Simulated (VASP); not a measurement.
Runs of VASP 6.6.1 on Ba. The structure is that of space group R-3m (No. 166), or close to it. The cells are those of the table. 

| cell | further INCAR settings | gap on the mesh (eV) | pressure (GPa) |
| --- | --- | --- | --- |
| a = 4.695 Å, angles 51.5°, 1 atom | ALGO = Fast; EDIFF = 1e-06; NBANDS = 11 | none | 0.3 |
| a = 3.729 Å, angles 93.7°, 1 atom | ALGO = Fast; EDIFF = 1e-06; NBANDS = 11 | none | (b) |
| a = 5.200 Å, angles 43.7°, 1 atom | ALGO = Fast; EDIFF = 1e-06; NBANDS = 11 | none | 0.8 |
| a = 4.015 Å, angles 77.7°, 1 atom | ALGO = Fast; EDIFF = 1e-07; NBANDS = 11 | none | -0.2 |
| a = 3.942 Å, angles 93.7°, 1 atom | ALGO = Fast; EDIFF = 1e-06; NBANDS = 11 | none | (c) |
| a = 3.798 Å, angles 77.7°, 1 atom | ALGO = Fast; EDIFF = 1e-06; NBANDS = 11 | none | 1.5 |
| a = 3.891 Å, angles 86.1°, 1 atom | ALGO = Fast; EDIFF = 1e-06; NBANDS = 11 | none | -0.2 |
| a = 5.679 Å, angles 36.7°, 1 atom | ALGO = Fast; EDIFF = 1e-07; NBANDS = 11 | none | 2.7 |
| a = 6.076 Å, angles 30.6°, 1 atom | ALGO = Fast; EDIFF = 1e-06; NBANDS = 11 | none | 6.2 |
| a = 4.116 Å, angles 68.9°, 1 atom | ALGO = Fast; EDIFF = 1e-06; NBANDS = 11 | none | (a) |
| a = 6.340 Å, angles 30.6°, 1 atom | ALGO = Fast; EDIFF = 1e-06; NBANDS = 11 | none | 4.3 |
| a = 3.963 Å, angles 77.7°, 1 atom | ALGO = Fast; EDIFF = 1e-06; NBANDS = 11 | none | 0.1 |

Alike in all rows: task single point; level PBEsol; potentials or basis VASP PAW PBE potentials, release 64 (Ba_sv); no spin polarisation; k mesh 14 × 14 × 14; cutoff (eV) 520; smearing gaussian 0.15 eV.

Question: Estimate the missing entries.

Answer: (a) 0.2; (b) 1.0; (c) -0.5.

Caveats: the PAW data sets were made with another functional, which shifts forces and pressure a little; spin-orbit coupling is left out, which moves the levels of the heavy elements; the cell stands under pressure (at least some runs).

A k mesh can miss the band edges, and the runs leave out spin-orbit coupling on Ba.

A gap of «none» marks levels without a gap at the run's occupations.
